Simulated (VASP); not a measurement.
# SrTiO3 in VASP: notebook

The runs below take SrTiO3 through electric field gradients, with PBE.

Everything below comes from runs of VASP 6.6.1. Logs are shortened: lines on timing, memory, paths and dates and some standing lists are left out, and cuts for length are marked.

## 1. The cell of the first run

Symmetry: P4/mmm, No. 123, tetragonal system. The conventional cell has a = 3.905 Å, b = 3.905 Å, c = 4.022 Å, α = 90.00°, β = 90.00°, γ = 90.00°. Within 3.6 Å of Sr (site symmetry 4/mmm) lie 12 O at 2.76 to 2.80 Å and 8 Ti at 3.42 Å. Within 2.6 Å of Ti (site symmetry 4/mmm) lie 6 O at 1.95 to 2.01 Å. O (site symmetry mmm) has 2 Ti at 1.95 Å within 2.6 Å. O (site symmetry 4/mmm) has 2 Ti at 2.01 Å within 2.7 Å.

## 2. Electric field gradients, PBE (zz strain of +3 %)

The input, INCAR:

```
PREC = Accurate
ENCUT = 520
EDIFF = 1E-8
ISMEAR = -1
SIGMA = 0.05
LREAL = F
LASPH = T
NELM = 60
ALGO = Normal
ISIF = 2
LWAVE = F
LCHARG = F
GGA = PE
LEFG = T
NBANDS = 28
```

The input, KPOINTS:

```
Automatic mesh
0
Gamma
  7 7 7
```

The input, POSCAR:

```
SrTiO3
1.0
    3.9050000000      0.0000000000      0.0000000000
    0.0000000000      3.9050000000      0.0000000000
    0.0000000000      0.0000000000      4.0221500000
Sr Ti O
1 1 3
Direct
    0.0000000000      0.0000000000      0.0000000000
    0.5000000000      0.5000000000      0.5000000000
    0.0000000000      0.5000000000      0.5000000000
    0.5000000000      0.0000000000      0.5000000000
    0.5000000000      0.5000000000      0.0000000000
```

Potentials or basis: VASP PAW PBE potentials, release 64 (Sr_sv, Ti_sv, O).

Started as:

```sh
> cat potpaw_PBE.64/Sr_sv/POTCAR potpaw_PBE.64/Ti_sv/POTCAR potpaw_PBE.64/O/POTCAR > POTCAR
> mpirun -np 1 vasp_std > vasp.out
```

OUTCAR:

```text
PREC = Accurate
   ENCUT = 520
   EDIFF = 1E-8
   ISMEAR = -1
   LREAL = F
   LASPH = T
   NELM = 60
   ISIF = 2
   GGA = PE

 ion  position               nearest neighbor table
   1  0.000  0.000  0.000-   5 2.76   5 2.76   5 2.76   5 2.76   4 2.80   3 2.80   4 2.80   3 2.80
                             4 2.80   3 2.80   4 2.80   3 2.80   2 3.42   2 3.42   2 3.42   2 3.42
   2  0.500  0.500  0.500-   3 1.95   4 1.95   4 1.95   3 1.95   5 2.01   5 2.01   1 3.42   1 3.42
                             1 3.42   1 3.42   1 3.42   1 3.42   1 3.42   1 3.42
   3  0.000  0.500  0.500-   2 1.95   2 1.95   1 2.80   1 2.80   1 2.80   1 2.80
   4  0.500  0.000  0.500-   2 1.95   2 1.95   1 2.80   1 2.80   1 2.80   1 2.80
   5  0.500  0.500  0.000-   2 2.01   2 2.01   1 2.76   1 2.76   1 2.76   1 2.76

  LATTYP: Found a simple tetragonal cell.
 ALAT       =     3.9050000000
 C/A-ratio  =     1.0300000000

  Lattice vectors:

 A1 = (   3.9050000000,   0.0000000000,   0.0000000000)
 A2 = (   0.0000000000,   3.9050000000,   0.0000000000)
 A3 = (   0.0000000000,   0.0000000000,   4.0221500000)

Analysis of symmetry for initial positions (statically):
=====================================================================
 Subroutine PRICEL returns:
 Original cell was already a primitive cell.

 Routine SETGRP: Setting up the symmetry group for a
 simple tetragonal supercell.

 Subroutine GETGRP returns: Found 16 space group operations
 (whereof 16 operations were pure point group operations)
 out of a pool of 16 trial point group operations.

The static configuration has the point symmetry D_4h.

Analysis of symmetry for dynamics (positions and initial velocities):
=====================================================================
 Subroutine PRICEL returns:
 Original cell was already a primitive cell.

 Routine SETGRP: Setting up the symmetry group for a
 simple tetragonal supercell.

 Subroutine GETGRP returns: Found 16 space group operations
 (whereof 16 operations were pure point group operations)
 out of a pool of 16 trial point group operations.

The dynamic configuration has the point symmetry D_4h.

 Subroutine INISYM returns: Found 16 space group operations
 (whereof 16 operations are pure point group operations),
 and found     1 'primitive' translations

----------------------------------------------------------------------------------------

                                     Primitive cell

  volume of cell :      61.3339

  direct lattice vectors                    reciprocal lattice vectors
     3.905000000  0.000000000  0.000000000     0.256081946  0.000000000  0.000000000
     0.000000000  3.905000000  0.000000000     0.000000000  0.256081946  0.000000000
     0.000000000  0.000000000  4.022150000     0.000000000  0.000000000  0.248623249

  length of vectors
     3.905000000  3.905000000  4.022150000     0.256081946  0.256081946  0.248623249

  position of ions in fractional coordinates (direct lattice)
     0.000000000  0.000000000  0.000000000
     0.500000000  0.500000000  0.500000000
     0.000000000  0.500000000  0.500000000
     0.500000000  0.000000000  0.500000000
     0.500000000  0.500000000  0.000000000

  ion indices of the primitive-cell ions
   primitive index   ion index
                 1           1
                 2           2
                 3           3
                 4           4
                 5           5

----------------------------------------------------------------------------------------

 KPOINTS: Automatic mesh

Automatic generation of k-mesh.
 Grid dimensions read from file:
 generate k-points for:    7    7    7

 Generating k-lattice:

[... 51 lines left out ...]
 SYSTEM =  unknown system
   PREC   = accura    normal or accurate (medium, high low for compatibility)
   ISTART =      0    job   : 0-new  1-cont  2-samecut
   ICHARG =      2    charge: 1-file 2-atom 10-const
   ISPIN  =      1    spin polarized calculation?
   LNONCOLLINEAR =      F non collinear calculations
   LSORBIT =      F    spin-orbit coupling
   LASPH  =      T    aspherical Exc in radial PAW
   ENCUT  =  520.0 eV  38.22 Ry    6.18 a.u.   7.26  7.26  7.48*2*pi/ulx,y,z
   NELM   =     60;   NELMIN=  2; NELMDL= -5     # of ELM steps
   EDIFF  = 0.1E-07   stopping-criterion for ELM
   LREAL  =      F    real-space projection
   EDIFFG = 0.1E-06   stopping-criterion for IOM
   NSW    =      0    number of steps for IOM
   IBRION =     -1    ionic relax: 0-MD 1-quasi-New 2-CG
   NFREE  =      0    steps in history (QN), initial steepest desc. (CG)
   ISIF   =      2    stress and relaxation
   ISYM   =      2    0-nonsym 1-usesym 2-fastsym
   POTIM  = 0.5000    time-step for ionic-motion
   TEBEG  =    0.0;   TEEND  =   0.0 temperature during run
   PSTRESS=    0.0 pullay stress
   NELECT =      40.0000    total number of electrons
   NUPDOWN=      -1.0000    fix difference up-down
   EMIN   =  10.00;   EMAX   =-10.00  energy-range for DOS
   EFERMI =   0.00;   METHOD = LEGACY
   ISMEAR =    -1;   SIGMA  =   0.05  broadening in eV -4-tet -1-fermi 0-gaus
   EFERMI_NEDOS =   21; number of points for ismear=-14 and -15
   IALGO  =     38    algorithm
   IMIX   =      4    mixing-type and parameters
     AMIX     =   0.40;   BMIX     =  1.00
     AMIX_MAG =   1.60;   BMIX_MAG =  1.00
  volume/ion in A,a.u.               =      12.27        82.78
  Fermi-wavevector in a.u.,A,eV,Ry     =   1.419694  2.682832 27.422961  2.015531
  Thomas-Fermi vector in A             =   2.540688
   LORBIT       =      0    0 simple, 1 ext, 2 COOP (PROOUT), +10 PAW based schemes
   GGA     = PE    functional components
   LHFCALC =     F    Hartree Fock is set to
   AEXX    =    0.0000 exact exchange contribution
   IVDW    =     0    specifies the selected vdW correction
   LEPSILON=     F    determine dielectric tensor
   LRPA    =     F    only Hartree local field effects (RPA)
 non-spin polarized calculation
  energy-cutoff  :      520.00
  volume of cell :       61.33
 maximum number of plane-waves:      1670
 NGX is ok and might be reduce to    30
   NGX = 15   NGY = 15   NGZ = 15

 number of electron      39.9999999 magnetization

 Free energy of the ion-electron system (eV)
  ---------------------------------------------------
  ext. energy  EPLUGINS =         0.00000000
  ---------------------------------------------------
  free energy    TOTEN  =       -40.08080221 eV

  energy without entropy =      -40.08080221  energy(sigma->0) =      -40.08080221

 E-fermi :   4.8251     XC(G=0): -11.1150

 val. band max:        3.8734839525   @ k =   0.4286   0.4286   0.4286
 cond. band min:       5.7126995818   @ k =   0.0000   0.0000   0.0000
 fundamental gap:      1.8392156293
 Fermi energy:         4.8251291043

 k-point     1 :       0.0000    0.0000    0.0000
  band No.  band energies     occupation
      1     -52.6559      2.00000
      2     -28.9552      2.00000
      3     -28.8898      2.00000
      4     -28.8898      2.00000
      5     -28.8751      2.00000
      6     -13.4098      2.00000
[... 733 lines left out ...]
     27      12.0623      0.00000
     28      12.3636      0.00000

 [... further k-points ...]

------------------------ aborting loop because EDIFF is reached ----------------------------------------

  FORCE on cell =-STRESS in cart. coord.  units (eV):
  Direction    XX          YY          ZZ          XY          YZ          ZX
  --------------------------------------------------------------------------------------
  -------------------------------------------------------------------------------------
  Total        0.7334741      0.7334741     -1.5773195      0.0000000      0.0000000      0.0000000
  in kB       19.1599794     19.1599794    -41.2031033      0.0000000      0.0000000      0.0000000
  external PRESSURE =      -0.9610482 kB  Pullay stress =       0.0000000 kB

 VOLUME and BASIS-vectors are now :
 -----------------------------------------------------------------------------
  energy-cutoff  :      520.00
  volume of cell :       61.33
      direct lattice vectors                 reciprocal lattice vectors
     3.905000000  0.000000000  0.000000000     0.256081946  0.000000000  0.000000000
     0.000000000  3.905000000  0.000000000     0.000000000  0.256081946  0.000000000
     0.000000000  0.000000000  4.022150000     0.000000000  0.000000000  0.248623249

 POSITION                                       TOTAL-FORCE (eV/Angst)
 -----------------------------------------------------------------------------------
      0.00000      0.00000      0.00000         0.000000      0.000000      0.000000
      1.95250      1.95250      2.01107         0.000000      0.000000      0.000000
      0.00000      1.95250      2.01107         0.000000      0.000000      0.000000
      1.95250      0.00000      2.01107         0.000000      0.000000      0.000000
      1.95250      1.95250      0.00000         0.000000      0.000000      0.000000
 -----------------------------------------------------------------------------------
    total drift:                                0.000000      0.000000     -0.000000

  FREE ENERGIE OF THE ION-ELECTRON SYSTEM (eV)
  ---------------------------------------------------
  free  energy   TOTEN  =       -40.0808022104 eV

  energy  without entropy=      -40.0808022089  energy(sigma->0) =      -40.08080221

 Electric field gradients (V/A^2)
---------------------------------------------------------------------
 ion       V_xx      V_yy      V_zz      V_xy      V_xz      V_yz
---------------------------------------------------------------------
   1      -2.291    -2.291     4.582     0.000     0.000     0.000
   2     -13.615   -13.615    27.231    -0.000    -0.000     0.000
   3      10.059   -10.236     0.177    -0.000     0.000    -0.000
   4     -10.236    10.059     0.177    -0.000    -0.000    -0.000
   5     -11.320   -11.320    22.641    -0.000     0.000     0.000
---------------------------------------------------------------------

 Electric field gradients after diagonalization (V/A^2)
 (convention: |V_zz| > |V_xx| > |V_yy|)
----------------------------------------------------------------------
 ion       V_xx      V_yy      V_zz     asymmetry (V_yy - V_xx)/ V_zz
----------------------------------------------------------------------
   1      -2.291    -2.291     4.582       0.000
   2     -13.615   -13.615    27.231       0.000
   3      10.059     0.177   -10.236       0.965
   4      10.059     0.177   -10.236       0.965
   5     -11.320   -11.320    22.641       0.000
----------------------------------------------------------------------

           NMR quadrupolar parameters

 Cq : quadrupolar parameter    Cq=e*Q*V_zz/h
 eta: asymmetry parameters     (V_yy - V_xx)/ V_zz
 Q  : nuclear electric quadrupole moment in mb (millibarn)
----------------------------------------------------------------------
 ion       Cq(MHz)       eta       Q (mb)
----------------------------------------------------------------------
   1       0.011       0.000       1.000
   2       0.066       0.000       1.000
   3      -0.025       0.965       1.000
   4      -0.025       0.965       1.000
   5       0.055       0.000       1.000
----------------------------------------------------------------------
```

Wall time 3.8 min (1 thread of AMD EPYC 7R13, shared host); peak memory 0.19 GiB.

What came out:

```yaml
Free_energy: -40.0808 eV
Pressure: -0.1 GPa
Band_gap_on_the_k_mesh: 1.84 eV, indirect (least direct gap 2.15 eV)
```

Stress tensor (GPa, compression positive):
```
 1.92  0.00  0.00
 0.00  1.92  0.00
 0.00  0.00 -4.12
```

Levels at points of the mesh, in eV from the valence-band top:
```csv
k point,band 18,band 19,band 20,band 21,band 22,band 23
"(0.00, 0.00, 0.00)",-0.33,-0.31,-0.31,1.84,1.84,1.89
```

Electric field gradients, principal values (V/Å²):
```csv
atom,least,middle,greatest (by size)
1 Sr,-2.291,-2.291,4.582
2 Ti,-13.615,-13.615,27.231
3 O,0.177,10.059,-10.236
4 O,0.177,10.059,-10.236
5 O,-11.320,-11.320,22.641
```

Caveat: the cell differs from its parent crystal (zz strain of +3 %); without QUAD_EFG the Cq values of the log hold for a quadrupole moment of 1 mb, not for the nuclei. A k mesh can miss the band edges.

## 3. Electric field gradients, PBE

This run uses another cell than the first one, of 11.91 Å³/atom, 0.971 times its volume.

The input, INCAR:

```
PREC = Accurate ; ENCUT = 520
EDIFF = 1E-8 ; ISMEAR = -1
SIGMA = 0.05 ; LREAL = F
LASPH = T ; NELM = 80
ALGO = Normal ; ISIF = 2
LWAVE = F ; LCHARG = F
GGA = PE ; LEFG = T
NBANDS = 28
```

KPOINTS is that of step 2.

Changes to POSCAR since step 2:

```diff
@@ -4,3 +4,3 @@
     0.0000000000      3.9050000000      0.0000000000
-    0.0000000000      0.0000000000      4.0221500000
+    0.0000000000      0.0000000000      3.9050000000
 Sr Ti O
```

Potentials or basis: VASP PAW PBE potentials, release 64 (Sr_sv, Ti_sv, O).

Started as:

```sh
> cat potpaw_PBE.64/Sr_sv/POTCAR potpaw_PBE.64/Ti_sv/POTCAR potpaw_PBE.64/O/POTCAR > POTCAR
> mpirun -np 1 vasp_std > vasp.out
```

OUTCAR:

```text
PREC = Accurate
   ENCUT = 520
   EDIFF = 1E-8
   ISMEAR = -1
   LREAL = F
   LASPH = T
   NELM = 80
   ISIF = 2
   GGA = PE

 ion  position               nearest neighbor table
   1  0.000  0.000  0.000-   3 2.76   4 2.76   5 2.76   3 2.76   4 2.76   3 2.76   5 2.76   3 2.76
                             4 2.76   5 2.76   4 2.76   5 2.76   2 3.38   2 3.38   2 3.38   2 3.38
   2  0.500  0.500  0.500-   3 1.95   4 1.95   5 1.95   5 1.95   4 1.95   3 1.95   1 3.38   1 3.38
                             1 3.38   1 3.38   1 3.38   1 3.38   1 3.38   1 3.38
   3  0.000  0.500  0.500-   2 1.95   2 1.95   1 2.76   1 2.76   1 2.76   1 2.76
   4  0.500  0.000  0.500-   2 1.95   2 1.95   1 2.76   1 2.76   1 2.76   1 2.76
   5  0.500  0.500  0.000-   2 1.95   2 1.95   1 2.76   1 2.76   1 2.76   1 2.76

  LATTYP: Found a simple cubic cell.
 ALAT       =     3.9050000000

  Lattice vectors:

 A1 = (   3.9050000000,   0.0000000000,   0.0000000000)
 A2 = (   0.0000000000,   3.9050000000,   0.0000000000)
 A3 = (   0.0000000000,   0.0000000000,   3.9050000000)

Analysis of symmetry for initial positions (statically):
=====================================================================
 Subroutine PRICEL returns:
 Original cell was already a primitive cell.

[... 823 lines left out ...]
 -----------------------------------------------------------------------------------
    total drift:                                0.000000      0.000000     -0.000000

  FREE ENERGIE OF THE ION-ELECTRON SYSTEM (eV)
  ---------------------------------------------------
  free  energy   TOTEN  =       -40.0765208352 eV

  energy  without entropy=      -40.0765208344  energy(sigma->0) =      -40.07652083

 Electric field gradients (V/A^2)
---------------------------------------------------------------------
 ion       V_xx      V_yy      V_zz      V_xy      V_xz      V_yz
---------------------------------------------------------------------
   1       0.000     0.000    -0.000    -0.000    -0.000    -0.000
   2       0.000     0.000    -0.000    -0.000    -0.000    -0.000
   3      11.426    -5.713    -5.713     0.000    -0.000    -0.000
   4      -5.713    11.426    -5.713    -0.000    -0.000    -0.000
   5      -5.713    -5.713    11.426     0.000    -0.000    -0.000
---------------------------------------------------------------------

 Electric field gradients after diagonalization (V/A^2)
 (convention: |V_zz| > |V_xx| > |V_yy|)
----------------------------------------------------------------------
 ion       V_xx      V_yy      V_zz     asymmetry (V_yy - V_xx)/ V_zz
----------------------------------------------------------------------
   1       0.000     0.000    -0.000       0.407
   2       0.000     0.000    -0.000       0.106
   3      -5.713    -5.713    11.426       0.000
   4      -5.713    -5.713    11.426       0.000
   5      -5.713    -5.713    11.426       0.000
----------------------------------------------------------------------

           NMR quadrupolar parameters

 Cq : quadrupolar parameter    Cq=e*Q*V_zz/h
 eta: asymmetry parameters     (V_yy - V_xx)/ V_zz
 Q  : nuclear electric quadrupole moment in mb (millibarn)
----------------------------------------------------------------------
 ion       Cq(MHz)       eta       Q (mb)
----------------------------------------------------------------------
   1      -0.000       0.407       1.000
   2      -0.000       0.106       1.000
   3       0.028       0.000       1.000
   4       0.028       0.000       1.000
   5       0.028       0.000       1.000
----------------------------------------------------------------------
```

Wall time 41 s (1 thread of AMD EPYC 7R13 (Zen 3), shared host); peak memory 0.16 GiB.

Results:

```yaml
Free_energy: -40.0765 eV
Pressure: 5.0 GPa
Band_gap_on_the_k_mesh: 1.92 eV, indirect (least direct gap 2.21 eV)
```

Electric field gradients, principal values (V/Å²):
| atom | least | middle | greatest (by size) |
| --- | --- | --- | --- |
| 1 Sr | 0.000 | 0.000 | 0.000 |
| 2 Ti | 0.000 | 0.000 | 0.000 |
| 3 O | -5.713 | -5.713 | 11.426 |
| 4 O | -5.713 | -5.713 | 11.426 |
| 5 O | -5.713 | -5.713 | 11.426 |

Caveat: without QUAD_EFG the Cq values of the log hold for a quadrupole moment of 1 mb, not for the nuclei.

(Continued in part 2 of 2.)
